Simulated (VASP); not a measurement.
Set up this calculation in VASP 6.6.1, as the native input.

| Item | Value |
| --- | --- |
| Task | single point |
| Functional | LDA |
| Potentials or basis | VASP PAW LDA potentials, release 64 (C) |
| Cutoff | 520 eV |
| k mesh | 6 × 6 × 10 |
| Occupations | gaussian, width 0.05 eV |
| Spin | no spin polarisation |
| Dipole correction | no |
| Further INCAR settings | ALGO = Normal; EDIFF = 1e-06; NBANDS = 26 |

The structure of C lies in POSCAR:

```
C
1.0
    2.0864042237     -4.3148064104     -0.0555868589
    2.1328044964      4.3373257589     -0.0006158414
   -0.0332103608      0.0157646915      2.5298958807
C
8
Direct
    0.6354407842      0.9727076514     -0.0038000976
    0.3554251501      0.0246308833     -0.0068099812
    0.0253759775      0.3546765299     -0.0047148790
    0.9933709956      0.6535076826      0.0134972671
    0.4070983214      0.2272760887      0.4949586600
    0.5972621173      0.7665663142      0.5144165091
    0.7500710906      0.5872985564      0.4988465264
    0.2359555633      0.4133362935      0.4936059953
```

This cell differs from its parent crystal: atoms moved at random and the cell strained at random.

These files were run (other wordings do the same):

INCAR

```
  ALGO = Normal
  EDIFF = 1E-6
  ENCUT = 520
  ISIF = 2
  ISMEAR = 0
  LASPH = True
  LCHARG = False
  LREAL = False
  LWAVE = False
  NBANDS = 26
  NELM = 100
  PREC = Accurate
  SIGMA = 0.05
```

KPOINTS

```
k-points
0
Gamma
  6 6 10
```

Potentials or basis: VASP PAW LDA potentials, release 64 (C).

Command:

```bash
$ cat potpaw_LDA.64/C/POTCAR > POTCAR
$ mpirun -np 1 vasp_std > vasp.out
```

It gave:

| Quantity | Value |
| --- | --- |
| Pressure | -1.4 GPa |
| Largest force | 6.773 eV/Å |
| Band gap on the k mesh | 2.36 eV, indirect (least direct gap 4.38 eV) |

Caveat: the cell differs from its parent crystal (atoms moved at random and the cell strained at random); forces of over 1 eV/Å act on the atoms, so gaps and moduli don't describe the material at rest.

Run time: 2.9 min on 1 thread of Intel Xeon 6975P-C, on a shared host, peak memory 0.25 GiB.
